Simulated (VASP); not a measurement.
# TiB2 (P6/mmm) in VASP: further runs

The runs below take TiB2 through single point, with PBE.

Everything below comes from runs of VASP 6.6.1. Logs are shortened: lines on timing, memory, paths and dates and some standing lists are left out, and cuts for length are marked.

## Step 1: The cell of the first run

Symmetry: P6/mmm, No. 191, hexagonal system. Conventional cell: a = 3.029 Å, b = 3.029 Å, c = 3.228 Å, α = 90.00°, β = 90.00°, γ = 120.00°. Within 3.1 Å of Ti (site symmetry 6/mmm) lie 12 B at 2.38 Å and 6 Ti at 3.03 Å. Within 2.3 Å of B (site symmetry -6m2) lie 3 B at 1.75 Å.

## Step 2: Single point, PBE

Input file INCAR:

```
ALGO = Normal ; EDIFF = 1E-6
ENCUT = 520 ; GGA = PE
ISIF = 2 ; ISMEAR = 0
LASPH = T ; LCHARG = F
LREAL = F ; LWAVE = F
NBANDS = 16 ; NELM = 60
PREC = Accurate ; SIGMA = 0.25
```

Input file KPOINTS:

```
k-points
0
Gamma
  11 11 9
```

Input file POSCAR:

```
TiB2
1.0
    3.0292000000      0.0000000000      0.0000000000
   -1.5146000000      2.6233600000      0.0000000000
    0.0000000000      0.0000000000      3.2284000000
Ti B
1 2
Direct
    0.0000000000      0.0000000000      0.0000000000
    0.3333333333      0.6666666667      0.5000000000
    0.6666666667      0.3333333333      0.5000000000
```

Potentials or basis: VASP PAW PBE potentials, release 64 (Ti_sv, B).

Command:

```
$ cat potpaw_PBE.64/Ti_sv/POTCAR potpaw_PBE.64/B/POTCAR > POTCAR
$ mpirun -np 1 vasp_std > vasp.out
```

OUTCAR:

```text
EDIFF = 1E-6
   ENCUT = 520
   GGA = PE
   ISIF = 2
   ISMEAR = 0
   LASPH = T
   LREAL = F
   NELM = 60
   PREC = Accurate

 ion  position               nearest neighbor table
   1  0.000  0.000  0.000-   2 2.38   2 2.38   3 2.38   3 2.38   2 2.38   3 2.38   2 2.38   3 2.38
                             3 2.38   3 2.38   2 2.38   2 2.38
   2  0.333  0.667  0.500-   3 1.75   3 1.75   3 1.75   1 2.38   1 2.38   1 2.38   1 2.38   1 2.38
                             1 2.38
   3  0.667  0.333  0.500-   2 1.75   2 1.75   2 1.75   1 2.38   1 2.38   1 2.38   1 2.38   1 2.38
                             1 2.38

  LATTYP: Found a hexagonal cell.
 ALAT       =     3.0292000000
 C/A-ratio  =     1.0657599366

  Lattice vectors:

 A1 = (   3.0292000000,   0.0000000000,   0.0000000000)
 A2 = (  -1.5146000000,   2.6233600000,   0.0000000000)
 A3 = (   0.0000000000,   0.0000000000,   3.2284000000)

Analysis of symmetry for initial positions (statically):
=====================================================================
 Subroutine PRICEL returns:
 Original cell was already a primitive cell.

 Routine SETGRP: Setting up the symmetry group for a
 hexagonal supercell.

 Subroutine GETGRP returns: Found 24 space group operations
 (whereof 24 operations were pure point group operations)
 out of a pool of 24 trial point group operations.

The static configuration has the point symmetry D_6h.

Analysis of symmetry for dynamics (positions and initial velocities):
=====================================================================
 Subroutine PRICEL returns:
 Original cell was already a primitive cell.

 Routine SETGRP: Setting up the symmetry group for a
 hexagonal supercell.

 Subroutine GETGRP returns: Found 24 space group operations
 (whereof 24 operations were pure point group operations)
 out of a pool of 24 trial point group operations.

The dynamic configuration has the point symmetry D_6h.

 Subroutine INISYM returns: Found 24 space group operations
 (whereof 24 operations are pure point group operations),
 and found     1 'primitive' translations

[... 90 lines left out ...]
   ISPIN  =      1    spin polarized calculation?
   LNONCOLLINEAR =      F non collinear calculations
   LSORBIT =      F    spin-orbit coupling
   LASPH  =      T    aspherical Exc in radial PAW
   ENCUT  =  520.0 eV  38.22 Ry    6.18 a.u.   5.63  5.63  6.00*2*pi/ulx,y,z
   NELM   =     60;   NELMIN=  2; NELMDL= -5     # of ELM steps
   EDIFF  = 0.1E-05   stopping-criterion for ELM
   LREAL  =      F    real-space projection
   EDIFFG = 0.1E-04   stopping-criterion for IOM
   NSW    =      0    number of steps for IOM
   IBRION =     -1    ionic relax: 0-MD 1-quasi-New 2-CG
   NFREE  =      0    steps in history (QN), initial steepest desc. (CG)
   ISIF   =      2    stress and relaxation
   ISYM   =      2    0-nonsym 1-usesym 2-fastsym
   POTIM  = 0.5000    time-step for ionic-motion
   TEBEG  =    0.0;   TEEND  =   0.0 temperature during run
   PSTRESS=    0.0 pullay stress
   NELECT =      18.0000    total number of electrons
   NUPDOWN=      -1.0000    fix difference up-down
   EMIN   =  10.00;   EMAX   =-10.00  energy-range for DOS
   EFERMI =   0.00;   METHOD = LEGACY
   ISMEAR =     0;   SIGMA  =   0.25  broadening in eV -4-tet -1-fermi 0-gaus
   EFERMI_NEDOS =   21; number of points for ismear=-14 and -15
   IALGO  =     38    algorithm
   IMIX   =      4    mixing-type and parameters
     AMIX     =   0.40;   BMIX     =  1.00
     AMIX_MAG =   1.60;   BMIX_MAG =  1.00
  volume/ion in A,a.u.               =       8.55        57.71
  Fermi-wavevector in a.u.,A,eV,Ry     =   1.454704  2.748992 28.792152  2.116163
  Thomas-Fermi vector in A             =   2.571824
   LORBIT       =      0    0 simple, 1 ext, 2 COOP (PROOUT), +10 PAW based schemes
   GGA     = PE    functional components
   LHFCALC =     F    Hartree Fock is set to
   AEXX    =    0.0000 exact exchange contribution
   IVDW    =     0    specifies the selected vdW correction
   LEPSILON=     F    determine dielectric tensor
   LRPA    =     F    only Hartree local field effects (RPA)
 non-spin polarized calculation
 Gauss-broadening in eV      SIGMA  =   0.25
  energy-cutoff  :      520.00
  volume of cell :       25.66
 maximum number of plane-waves:       721
 NGX is ok and might be reduce to    24
   NGX = 11   NGY = 11   NGZ = 13

 number of electron      18.0000003 magnetization

 Free energy of the ion-electron system (eV)
  ---------------------------------------------------
  ext. energy  EPLUGINS =         0.00000000
  ---------------------------------------------------
  free energy    TOTEN  =       -24.43451776 eV

  energy without entropy =      -24.42335017  energy(sigma->0) =      -24.42893396

 E-fermi :   9.9699     XC(G=0): -12.7686

 val. band max:        9.9552112331   @ k =   0.1818   0.1818   0.1111
 cond. band min:       9.9886732013   @ k =   0.0909   0.0000   0.3333
 fundamental gap:      0.0334619682
 Fermi energy:         9.9699059202

 k-point     1 :       0.0000    0.0000    0.0000
  band No.  band energies     occupation
      1     -46.9597      2.00000
      2     -23.3101      2.00000
      3     -22.9970      2.00000
      4     -22.9969      2.00000
      5      -3.5082      2.00000
      6       7.3980      2.00000
[... 433 lines left out ...]
      3     -23.1804      2.00000
      4     -23.0459      2.00000
      5      -2.2991      2.00000
      6       5.1022      2.00000
[... 8 lines left out ...]
     15      17.8602      0.00000
     16      18.9892      0.00000

 [... further k-points ...]

------------------------ aborting loop because EDIFF is reached ----------------------------------------

  FORCE on cell =-STRESS in cart. coord.  units (eV):
  Direction    XX          YY          ZZ          XY          YZ          ZX
  --------------------------------------------------------------------------------------
  -------------------------------------------------------------------------------------
  Total        0.1279573      0.1279569     -0.0251139      0.0000000      0.0000000      0.0000000
  in kB        7.9910247      7.9909994     -1.5683801      0.0000000      0.0000000      0.0000000
  external PRESSURE =       4.8045480 kB  Pullay stress =       0.0000000 kB

 VOLUME and BASIS-vectors are now :
 -----------------------------------------------------------------------------
  energy-cutoff  :      520.00
  volume of cell :       25.66
      direct lattice vectors                 reciprocal lattice vectors
     3.029200000  0.000000000  0.000000000     0.330120164  0.190595267  0.000000000
    -1.514600000  2.623360000  0.000000000     0.000000000  0.381190534  0.000000000
     0.000000000  0.000000000  3.228400000     0.000000000  0.000000000  0.309750960

 POSITION                                       TOTAL-FORCE (eV/Angst)
 -----------------------------------------------------------------------------------
      0.00000      0.00000      0.00000         0.000000      0.000000      0.000000
     -0.00000      1.74891      1.61420         0.000000      0.000000      0.000000
      1.51460      0.87445      1.61420        -0.000000      0.000000     -0.000000
 -----------------------------------------------------------------------------------
    total drift:                               -0.000000      0.000000      0.000000

  FREE ENERGIE OF THE ION-ELECTRON SYSTEM (eV)
  ---------------------------------------------------
  free  energy   TOTEN  =       -24.4345177643 eV

  energy  without entropy=      -24.4233501652  energy(sigma->0) =      -24.42893396
```

Wall time 64 s (1 thread of AMD EPYC 7R13, shared host); peak memory 0.13 GiB.

Results:

| Item | Value |
| --- | --- |
| Free energy | -24.4345 eV |
| Pressure | 0.5 GPa |
| Band gap on the k mesh | zero (band 9 reaches 10.19 eV, above the bottom of band 10 at 9.74 eV) |

## Step 3: Single point, PBE

Input file INCAR:

```
ALGO = Normal
EDIFF = 1E-6
ENCUT = 520
GGA = PE
ISIF = 2
ISMEAR = 0
LASPH = True
LCHARG = False
LREAL = False
LWAVE = False
NBANDS = 16
NELM = 100
PREC = Accurate
SIGMA = 0.15
```

KPOINTS is that of step 2.

POSCAR is that of step 2.

Potentials or basis: VASP PAW PBE potentials, release 64 (Ti_sv, B).

Command:

```
$ cat potpaw_PBE.64/Ti_sv/POTCAR potpaw_PBE.64/B/POTCAR > POTCAR
$ mpirun -np 1 vasp_std > vasp.out
```

OUTCAR:

```text
EDIFF = 1E-6
   ENCUT = 520
   GGA = PE
   ISIF = 2
   ISMEAR = 0
   LASPH = True
   LREAL = False
   NELM = 100
   PREC = Accurate

 ion  position               nearest neighbor table
   1  0.000  0.000  0.000-   2 2.38   2 2.38   3 2.38   3 2.38   2 2.38   3 2.38   2 2.38   3 2.38
                             3 2.38   3 2.38   2 2.38   2 2.38
   2  0.333  0.667  0.500-   3 1.75   3 1.75   3 1.75   1 2.38   1 2.38   1 2.38   1 2.38   1 2.38
                             1 2.38
   3  0.667  0.333  0.500-   2 1.75   2 1.75   2 1.75   1 2.38   1 2.38   1 2.38   1 2.38   1 2.38
                             1 2.38

  LATTYP: Found a hexagonal cell.
 ALAT       =     3.0292000000
 C/A-ratio  =     1.0657599366

  Lattice vectors:

 A1 = (   3.0292000000,   0.0000000000,   0.0000000000)
 A2 = (  -1.5146000000,   2.6233600000,   0.0000000000)
 A3 = (   0.0000000000,   0.0000000000,   3.2284000000)

Analysis of symmetry for initial positions (statically):
=====================================================================
 Subroutine PRICEL returns:
 Original cell was already a primitive cell.

[... 172 lines left out ...]
 E-fermi :   9.9646     XC(G=0): -12.7687

 val. band max:        9.9544092771   @ k =   0.1818   0.1818   0.1111
 cond. band min:       9.9878183172   @ k =   0.0909   0.0000   0.3333
 fundamental gap:      0.0334090401
 Fermi energy:         9.9645778998

 k-point     1 :       0.0000    0.0000    0.0000
  band No.  band energies     occupation
      1     -46.9614      2.00000
      2     -23.3113      2.00000
      3     -22.9988      2.00000
      4     -22.9988      2.00000
      5      -3.5081      2.00000
      6       7.3977      2.00000
[... 433 lines left out ...]
      3     -23.1823      2.00000
      4     -23.0478      2.00000
      5      -2.2990      2.00000
      6       5.1021      2.00000
[... 8 lines left out ...]
     15      17.8599      0.00000
     16      18.9891      0.00000

 [... further k-points ...]

------------------------ aborting loop because EDIFF is reached ----------------------------------------

  FORCE on cell =-STRESS in cart. coord.  units (eV):
  Direction    XX          YY          ZZ          XY          YZ          ZX
  --------------------------------------------------------------------------------------
  -------------------------------------------------------------------------------------
  Total        0.1235743      0.1235739     -0.0316281      0.0000000     -0.0000000     -0.0000000
  in kB        7.7173045      7.7172801     -1.9751988      0.0000000     -0.0000000     -0.0000000
  external PRESSURE =       4.4864619 kB  Pullay stress =       0.0000000 kB

 VOLUME and BASIS-vectors are now :
 -----------------------------------------------------------------------------
  energy-cutoff  :      520.00
  volume of cell :       25.66
      direct lattice vectors                 reciprocal lattice vectors
     3.029200000  0.000000000  0.000000000     0.330120164  0.190595267  0.000000000
    -1.514600000  2.623360000  0.000000000     0.000000000  0.381190534  0.000000000
     0.000000000  0.000000000  3.228400000     0.000000000  0.000000000  0.309750960

 POSITION                                       TOTAL-FORCE (eV/Angst)
 -----------------------------------------------------------------------------------
      0.00000      0.00000      0.00000         0.000000      0.000000      0.000000
     -0.00000      1.74891      1.61420        -0.000000     -0.000000      0.000000
      1.51460      0.87445      1.61420         0.000000      0.000000      0.000000
 -----------------------------------------------------------------------------------
    total drift:                               -0.000000      0.000000     -0.000000

  FREE ENERGIE OF THE ION-ELECTRON SYSTEM (eV)
  ---------------------------------------------------
  free  energy   TOTEN  =       -24.4311684112 eV

  energy  without entropy=      -24.4276022717  energy(sigma->0) =      -24.42938534
```

stdout:

```text
POSCAR found type information on POSCAR TiB
 POSCAR found :  2 types and       3 ions
 scaLAPACK will be used
 LDA part: xc-table for (Slater+PW92), standard interpolation
 POSCAR, INCAR and KPOINTS ok, starting setup
 FFT: planning ... GRIDC
 FFT: planning ... GRID_SOFT
 FFT: planning ... GRID
 WAVECAR not read
 entering main loop
```

Wall time 67 s (1 thread of AMD EPYC 7R13, shared host); peak memory 0.13 GiB.

What came out:

| Item | Value |
| --- | --- |
| Free energy | -24.4312 eV |
| Pressure | 0.4 GPa |
| Band gap on the k mesh | zero (band 9 reaches 10.18 eV, above the bottom of band 10 at 9.74 eV) |

Stress tensor (GPa, compression positive):
```
 0.77  0.00  0.00
 0.00  0.77  0.00
 0.00  0.00 -0.20
```
